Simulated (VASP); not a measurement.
Here is a VASP 6.6.1 calculation.

File INCAR:

```
PREC     = Accurate       # precision mode
ENCUT    = 520            # plane-wave cutoff, eV
EDIFF    = 1E-7           # SCF threshold, eV
ISMEAR   = -1             # smearing method
SIGMA    = 0.05           # smearing width, eV
LREAL    = False          # projectors in reciprocal space
LASPH    = True           # aspherical terms in the spheres
NELM     = 60             # most SCF steps
ALGO     = Normal         # electronic algorithm
ISIF     = 2              # what is computed and relaxed
LWAVE    = False          # write WAVECAR
LCHARG   = False          # write CHGCAR
GGA      = PE             # functional
NBANDS   = 22             # bands
```

The input KPOINTS:

```
Automatic mesh
0
Gamma
  10 10 6
```

POSCAR

```
HfC
1.0
    3.1699177047      0.0000000000      0.0000000000
   -1.5849588524      2.7452292602      0.0000000000
    0.0000000000      0.0000000000      5.6413412289
Hf C
2 2
Direct
    0.0000000000      0.0000000000      0.0000000000
    0.0000000000      0.0000000000      0.5000000000
    0.3333333333      0.6666666667      0.2500000000
    0.6666666667      0.3333333333      0.7500000000
```

Potentials or basis: VASP PAW PBE potentials, release 64 (Hf_pv, C).

Launch:

```sh
$ cat potpaw_PBE.64/Hf_pv/POTCAR potpaw_PBE.64/C/POTCAR > POTCAR
$ mpirun -np 1 vasp_std > vasp.out
```

**Question.** What does it give for the pressure?

**Answer.** 19.4 GPa.

**Question.** What does it give for the band gap on the k mesh?

**Answer.** Zero (band 14 reaches 7.50 eV, above the bottom of band 15 at 5.83 eV).

Stress tensor (GPa, compression positive):
```
19.55  0.00  0.00
 0.00 19.55  0.00
 0.00  0.00 18.99
```

Caveat: spin-orbit coupling is left out, which moves the levels of the heavy elements.
